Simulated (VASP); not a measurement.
# CuO: single point with RPBE+D3(BJ)

Crystal: CuO.

```
Cu O
1.0
     2.75546    0.00000    0.00000
    -1.37773    2.38630    0.00000
     0.00000    0.00000    2.65012
Cu O
1 1
Direct
  0.00000 0.00000 0.00000
  0.66667 0.33333 0.50000
```

```yaml
Program: VASP 6.6.1
Task: single point
Functional: RPBE
Dispersion: D3(BJ)
Potentials_or_basis: VASP PAW PBE potentials, release 64 (Cu, O)
Cutoff: 520 eV
k_mesh: 11 × 11 × 10
Occupations: fermi-dirac, width 0.05 eV
Spin: no spin polarisation
Dipole_correction: no
Further_INCAR_settings: ALGO = Normal; EDIFF = 1e-06; NBANDS = 16
```

| Item | Value |
| --- | --- |
| Pressure | 0.5 GPa |
| Band gap on the k mesh | zero (an odd number of electrons rules out a gap without spin polarisation) |
| Dispersion energy per atom | -1.389 eV |

Stress tensor (GPa, compression positive):
```
0.49 0.00 0.00
0.00 0.49 0.00
0.00 0.00 0.59
```

Levels at points of the mesh, in eV from the Fermi level:
| k point | band 7 | band 8 | band 9 | band 10 | band 11 | band 12 |
| --- | --- | --- | --- | --- | --- | --- |
| (0.00, 0.00, 0.00) | -1.93 | -0.17 | -0.17 | 1.60 | 15.72 | 17.23 |
| (0.00, 0.00, 0.50) | -1.61 | -0.26 | -0.26 | 7.90 | 8.19 | 22.39 |

Wall time 38 s on 1 thread of Intel Xeon 8259CL, with other jobs on the host, peak memory 0.15 GiB.

Caveat: the dispersion term is far too large for a dense solid, which distorts pressure and volume; the PAW data sets were made with another functional, which shifts forces and pressure a little; an odd number of electrons without spin polarisation forces a metal; a magnetic or distorted state may lie lower; semilocal functionals often make such compounds metallic where correlation or magnetic order opens a gap, which also shifts bond lengths. With open d or f shells a metallic result of RPBE can be an artefact of self-interaction; +U or a hybrid may open a gap.
